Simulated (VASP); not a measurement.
Cr, 1 atom in the cell. It takes space group Im-3m (No. 229, cubic). The conventional cell has a = 2.849 Å, b = 2.849 Å, c = 2.849 Å, α = 90.00°, β = 90.00°, γ = 90.00°. Within 3.3 Å of Cr (site symmetry m-3m) lie 14 Cr at 2.47 to 2.85 Å. 

```yaml
Program: VASP 6.6.1
Task: single point
Functional: PBE
Potentials_or_basis: VASP PAW PBE potentials, release 64 (Cr_pv)
Cutoff: 520 eV
k_mesh: 15 × 15 × 15
Occupations: fermi-dirac, width 0.2 eV
Spin: no spin polarisation
Dipole_correction: no
Further_INCAR_settings: ALGO = Normal; EDIFF = 1e-06; NBANDS = 12
```

Potentials or basis: VASP PAW PBE potentials, release 64 (Cr_pv).

Command:

```sh
$ cat potpaw_PBE.64/Cr_pv/POTCAR > POTCAR
$ mpirun -np 1 vasp_std > vasp.out
```

Hardware: 1 thread of Intel Xeon 6975P-C (shared host).

Question: How long does it take, and how much memory?

Answer: Wall time 9.4 s on 1 thread of Intel Xeon 6975P-C, on a shared host, peak memory 0.13 GiB. Counts: scf iterations 12, k points 120.
